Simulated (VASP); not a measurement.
# Ir (P6_3/mmc) in VASP: electric field gradients with PBE+U

Aim: the electric field gradients of Ir with PBE+U.

Program: VASP 6.6.1. These are calculated values, not measurements. Logs are shortened: lines on timing, memory, paths and dates and some standing lists are left out, and cuts for length are marked.

### Step 1. The cell of the first run

It takes space group P6_3/mmc (No. 194, hexagonal). Conventional cell: a = 2.721 Å, b = 2.721 Å, c = 4.407 Å, α = 90.00°, β = 90.00°, γ = 120.00°. Ir (site symmetry -6m2) has 12 Ir at 2.71 to 2.72 Å within 3.6 Å.

This isn't the form of Ir at room conditions, which is fcc.

### Step 2. Electric field gradients, PBE+U

Contents of INCAR:

```
SYSTEM = Ir
  PREC = Accurate
  ENCUT = 420
  EDIFF = 1E-8
  ISMEAR = -1
  SIGMA = 0.03
  LREAL = .False.
  LASPH = .True.
  NELM = 200
  ALGO = Normal
  ISIF = 2
  LWAVE = .False.
  LCHARG = .False.
  LMAXMIX = 4
  LDAU = .True.
  LDAUTYPE = 2
  LDAUL = 2
  LDAUU = 4
  LDAUJ = 0
  LDAUPRINT = 1
  GGA = PE
  LEFG = .True.
  NBANDS = 24
  GGA_COMPAT = .False.
```

Contents of KPOINTS:

```
Automatic mesh
0
Gamma
  15 15 8
  0 0 0
```

Contents of POSCAR:

```
Ir
1.0
    2.7207989171      0.0000000000      0.0000000000
   -1.3603994585      2.3562809808      0.0000000000
    0.0000000000      0.0000000000      4.4066922990
Ir
2
Direct
    0.3333333333      0.6666666667      0.2500000000
    0.6666666667      0.3333333333      0.7500000000
```

Potentials or basis: VASP PAW PBE potentials, release 64 (Ir_sv_GW).

Launch:

```bash
> cat potpaw_PBE.64/Ir_sv_GW/POTCAR > POTCAR
> mpirun -np 1 vasp_std > vasp.out
```

OUTCAR:

```text
SYSTEM = Ir
   PREC = Accurate
   ENCUT = 420
   EDIFF = 1E-8
   ISMEAR = -1
   LREAL = .False.
   LASPH = .True.
   NELM = 200
   ISIF = 2
   GGA = PE

 ion  position               nearest neighbor table
   1  0.333  0.667  0.250-   2 2.71   2 2.71   2 2.71   2 2.71   2 2.71   2 2.71
   2  0.667  0.333  0.750-   1 2.71   1 2.71   1 2.71   1 2.71   1 2.71   1 2.71

  LATTYP: Found a hexagonal cell.
 ALAT       =     2.7207989171
 C/A-ratio  =     1.6196317454

  Lattice vectors:

 A1 = (   2.7207989171,   0.0000000000,   0.0000000000)
 A2 = (  -1.3603994585,   2.3562809808,   0.0000000000)
 A3 = (   0.0000000000,   0.0000000000,   4.4066922990)

Analysis of symmetry for initial positions (statically):
=====================================================================
 Subroutine PRICEL returns:
 Original cell was already a primitive cell.

 Routine SETGRP: Setting up the symmetry group for a
 hexagonal supercell.

 Subroutine GETGRP returns: Found 24 space group operations
 (whereof 12 operations were pure point group operations)
 out of a pool of 24 trial point group operations.

The static configuration has the point symmetry D_3d.
 The point group associated with its full space group is D_6h.

Analysis of symmetry for dynamics (positions and initial velocities):
=====================================================================
 Subroutine PRICEL returns:
 Original cell was already a primitive cell.

 Routine SETGRP: Setting up the symmetry group for a
 hexagonal supercell.

 Subroutine GETGRP returns: Found 24 space group operations
 (whereof 12 operations were pure point group operations)
 out of a pool of 24 trial point group operations.

The dynamic configuration has the point symmetry D_3d.
 The point group associated with its full space group is D_6h.

 Subroutine INISYM returns: Found 24 space group operations
 (whereof 12 operations are pure point group operations),
 and found     1 'primitive' translations

----------------------------------------------------------------------------------------

                                     Primitive cell

  volume of cell :      28.2512

  direct lattice vectors                    reciprocal lattice vectors
     2.720798917  0.000000000  0.000000000     0.367539105  0.212198801  0.000000000
    -1.360399459  2.356280981  0.000000000     0.000000000  0.424397603  0.000000000
     0.000000000  0.000000000  4.406692299     0.000000000  0.000000000  0.226927576

  length of vectors
     2.720798917  2.720798917  4.406692299     0.424397603  0.424397603  0.226927576

  position of ions in fractional coordinates (direct lattice)
     0.333333333  0.666666667  0.250000000
     0.666666667  0.333333333  0.750000000

  ion indices of the primitive-cell ions
   primitive index   ion index
                 1           1
                 2           2

----------------------------------------------------------------------------------------

 KPOINTS: Automatic mesh

Automatic generation of k-mesh.
 Grid dimensions read from file:
[... 132 lines left out ...]
  o =  0.6486  v =  0.0000  0.0000  0.0000  0.0000  0.0000  0.2783 -0.0000 -0.0000 -0.0000  0.9605      0.0000  0.0000  0.0000  0.0000  0.0000  0.0000  0.0000  0.0000  0.0000  0.0000
  o =  0.6486  v =  0.2783 -0.0000 -0.0000 -0.0000  0.9605  0.0000  0.0000  0.0000  0.0000  0.0000      0.0000  0.0000  0.0000  0.0000  0.0000  0.0000  0.0000  0.0000  0.0000  0.0000
  o =  0.6544  v =  0.0000  0.6913 -0.0000 -0.7225  0.0000  0.0000  0.0000  0.0000  0.0000  0.0000      0.0000  0.0000  0.0000  0.0000  0.0000  0.0000  0.0000  0.0000  0.0000  0.0000
  o =  0.6544  v =  0.0000  0.0000  0.0000  0.0000  0.0000  0.0000  0.6913 -0.0000 -0.7225  0.0000      0.0000  0.0000  0.0000  0.0000  0.0000  0.0000  0.0000  0.0000  0.0000  0.0000
  o =  0.6544  v =  0.0000  0.0000  0.0000  0.0000  0.0000  0.0000  0.7225 -0.0000  0.6913  0.0000      0.0000  0.0000  0.0000  0.0000  0.0000  0.0000  0.0000  0.0000  0.0000  0.0000
  o =  0.6544  v =  0.0000  0.7225 -0.0000  0.6913  0.0000  0.0000  0.0000  0.0000  0.0000  0.0000      0.0000  0.0000  0.0000  0.0000  0.0000  0.0000  0.0000  0.0000  0.0000  0.0000

atom =   2  type =  1  l = 2

 onsite density matrix

spin component  1

  0.6486 -0.0000 -0.0000  0.0000  0.0000
 -0.0000  0.6544  0.0000  0.0000 -0.0000
 -0.0000  0.0000  0.6274 -0.0000  0.0000
  0.0000  0.0000 -0.0000  0.6544  0.0000
  0.0000 -0.0000  0.0000  0.0000  0.6486

spin component  2

  0.6486 -0.0000 -0.0000  0.0000  0.0000
 -0.0000  0.6544  0.0000  0.0000 -0.0000
 -0.0000  0.0000  0.6274 -0.0000  0.0000
  0.0000  0.0000 -0.0000  0.6544  0.0000
  0.0000 -0.0000  0.0000  0.0000  0.6486

 occupancies and eigenvectors

  o =  0.6274  v =  0.0000 -0.0000  1.0000  0.0000 -0.0000  0.0000  0.0000  0.0000  0.0000  0.0000      0.0000  0.0000  0.0000  0.0000  0.0000  0.0000  0.0000  0.0000  0.0000  0.0000
  o =  0.6274  v =  0.0000  0.0000  0.0000  0.0000  0.0000  0.0000 -0.0000  1.0000  0.0000 -0.0000      0.0000  0.0000  0.0000  0.0000  0.0000  0.0000  0.0000  0.0000  0.0000  0.0000
  o =  0.6486  v =  0.0000  0.0000  0.0000  0.0000  0.0000  0.0615  0.0000 -0.0000 -0.0000 -0.9981      0.0000  0.0000  0.0000  0.0000  0.0000  0.0000  0.0000  0.0000  0.0000  0.0000
  o =  0.6486  v =  0.0615  0.0000 -0.0000 -0.0000 -0.9981  0.0000  0.0000  0.0000  0.0000  0.0000      0.0000  0.0000  0.0000  0.0000  0.0000  0.0000  0.0000  0.0000  0.0000  0.0000
  o =  0.6486  v =  0.0000  0.0000  0.0000  0.0000  0.0000  0.9981 -0.0000 -0.0000 -0.0000  0.0615      0.0000  0.0000  0.0000  0.0000  0.0000  0.0000  0.0000  0.0000  0.0000  0.0000
  o =  0.6486  v =  0.9981 -0.0000 -0.0000 -0.0000  0.0615  0.0000  0.0000  0.0000  0.0000  0.0000      0.0000  0.0000  0.0000  0.0000  0.0000  0.0000  0.0000  0.0000  0.0000  0.0000
  o =  0.6544  v =  0.0000 -0.6913 -0.0000  0.7226 -0.0000  0.0000  0.0000  0.0000  0.0000  0.0000      0.0000  0.0000  0.0000  0.0000  0.0000  0.0000  0.0000  0.0000  0.0000  0.0000
  o =  0.6544  v =  0.0000  0.0000  0.0000  0.0000  0.0000  0.0000 -0.6913 -0.0000  0.7226 -0.0000      0.0000  0.0000  0.0000  0.0000  0.0000  0.0000  0.0000  0.0000  0.0000  0.0000
  o =  0.6544  v =  0.0000  0.0000  0.0000  0.0000  0.0000  0.0000  0.7226  0.0000  0.6913  0.0000      0.0000  0.0000  0.0000  0.0000  0.0000  0.0000  0.0000  0.0000  0.0000  0.0000
  o =  0.6544  v =  0.0000  0.7226  0.0000  0.6913  0.0000  0.0000  0.0000  0.0000  0.0000  0.0000      0.0000  0.0000  0.0000  0.0000  0.0000  0.0000  0.0000  0.0000  0.0000  0.0000

 number of electron      34.0000000 magnetization

 Free energy of the ion-electron system (eV)
  ---------------------------------------------------
  ext. energy  EPLUGINS =         0.00000000
  ---------------------------------------------------
  free energy    TOTEN  =        -9.45396496 eV

  energy without entropy =       -9.44669568  energy(sigma->0) =       -9.45033032

 E-fermi :  12.6691     XC(G=0): -14.5327

 val. band max:       12.6653189106   @ k =   0.2667  -0.0000   0.3750
 cond. band min:      12.6765298200   @ k =   0.2667   0.2000   0.3750
 fundamental gap:      0.0112109094
 Fermi energy:        12.6691219920

 k-point     1 :       0.0000    0.0000    0.0000
  band No.  band energies     occupation
      1     -79.7195      2.00000
      2     -79.6499      2.00000
      3     -37.0791      2.00000
      4     -36.3599      2.00000
      5     -36.3599      2.00000
      6     -36.2663      2.00000
[... 637 lines left out ...]
     23      25.1326      0.00000
     24      26.1161      0.00000

 [... further k-points ...]

------------------------ aborting loop because EDIFF is reached ----------------------------------------

  FORCE on cell =-STRESS in cart. coord.  units (eV):
  Direction    XX          YY          ZZ          XY          YZ          ZX
  --------------------------------------------------------------------------------------
  -------------------------------------------------------------------------------------
  Total        0.6914448      0.6914448      0.8384903      0.0000000      0.0000000      0.0000000
  in kB       39.2131617     39.2131617     47.5523928      0.0000000      0.0000000      0.0000000
  external PRESSURE =      41.9929054 kB  Pullay stress =       0.0000000 kB

 VOLUME and BASIS-vectors are now :
 -----------------------------------------------------------------------------
  energy-cutoff  :      420.00
  volume of cell :       28.25
      direct lattice vectors                 reciprocal lattice vectors
     2.720798917  0.000000000  0.000000000     0.367539105  0.212198801  0.000000000
    -1.360399459  2.356280981  0.000000000     0.000000000  0.424397603  0.000000000
     0.000000000  0.000000000  4.406692299     0.000000000  0.000000000  0.226927576

 POSITION                                       TOTAL-FORCE (eV/Angst)
 -----------------------------------------------------------------------------------
     -0.00000      1.57085      1.10167         0.000000     -0.000000      0.000000
      1.36040      0.78543      3.30502        -0.000000      0.000000      0.000000
 -----------------------------------------------------------------------------------
    total drift:                               -0.000000      0.000000     -0.000000

  FREE ENERGIE OF THE ION-ELECTRON SYSTEM (eV)
  ---------------------------------------------------
  free  energy   TOTEN  =        -9.4539649572 eV

  energy  without entropy=       -9.4466956763  energy(sigma->0) =       -9.45033032

 Electric field gradients (V/A^2)
---------------------------------------------------------------------
 ion       V_xx      V_yy      V_zz      V_xy      V_xz      V_yz
---------------------------------------------------------------------
   1      -8.094    -8.094    16.189    -0.000     0.000    -0.000
   2      -8.094    -8.094    16.189    -0.000    -0.000    -0.000
---------------------------------------------------------------------

 Electric field gradients after diagonalization (V/A^2)
 (convention: |V_zz| > |V_xx| > |V_yy|)
----------------------------------------------------------------------
 ion       V_xx      V_yy      V_zz     asymmetry (V_yy - V_xx)/ V_zz
----------------------------------------------------------------------
   1      -8.094    -8.094    16.189       0.000
   2      -8.094    -8.094    16.189       0.000
----------------------------------------------------------------------

           NMR quadrupolar parameters

 Cq : quadrupolar parameter    Cq=e*Q*V_zz/h
 eta: asymmetry parameters     (V_yy - V_xx)/ V_zz
 Q  : nuclear electric quadrupole moment in mb (millibarn)
----------------------------------------------------------------------
 ion       Cq(MHz)       eta       Q (mb)
----------------------------------------------------------------------
   1       0.039       0.000       1.000
   2       0.039       0.000       1.000
----------------------------------------------------------------------
```

It took 38 s on 1 thread of AMD EPYC 9R45 (Zen 5), shared host; peak memory 0.14 GiB.

Results:

| Property | Result |
| --- | --- |
| Free energy | -9.4540 eV |
| Pressure | 4.2 GPa |
| Band gap on the k mesh | zero (bands 17 and 18 overlap by 3.16 eV) |
| Largest electric field gradient by atom | Ir +16.2 V/Å² |

Stress tensor (GPa, compression positive):
```
3.92 0.00 0.00
0.00 3.92 0.00
0.00 0.00 4.76
```

Levels at points of the mesh, in eV from the Fermi level:
| k point | band 15 | band 16 | band 17 | band 18 | band 19 | band 20 |
| --- | --- | --- | --- | --- | --- | --- |
| (0.00, 0.00, 0.00) | -3.22 | -2.46 | -2.46 | -0.41 | 0.22 | 0.22 |
| (0.00, 0.00, 0.50) | -4.02 | -4.02 | -0.52 | -0.52 | -0.52 | -0.52 |

Electric field gradients, principal values (V/Å²):
```
atom   least  middle  greatest (by size)
1 Ir  -8.094  -8.094              16.189
2 Ir  -8.094  -8.094              16.189
```

Eigenvalues of the final occupation matrices:
```csv
site,spin,trace,eigenvalues
site 1 d,1,3.23,0.63 0.65 0.65 0.65 0.65
site 1 d,2,3.23,0.63 0.65 0.65 0.65 0.65
site 2 d,1,3.23,0.63 0.65 0.65 0.65 0.65
site 2 d,2,3.23,0.63 0.65 0.65 0.65 0.65
```

Caveat: the cell stands under pressure; without QUAD_EFG the Cq values of the log hold for a quadrupole moment of 1 mb, not for the nuclei; spin-orbit coupling is left out, which moves the levels of the heavy elements; U without spin polarisation on a metal has little footing; the U is typed as a test and isn't derived for this compound.
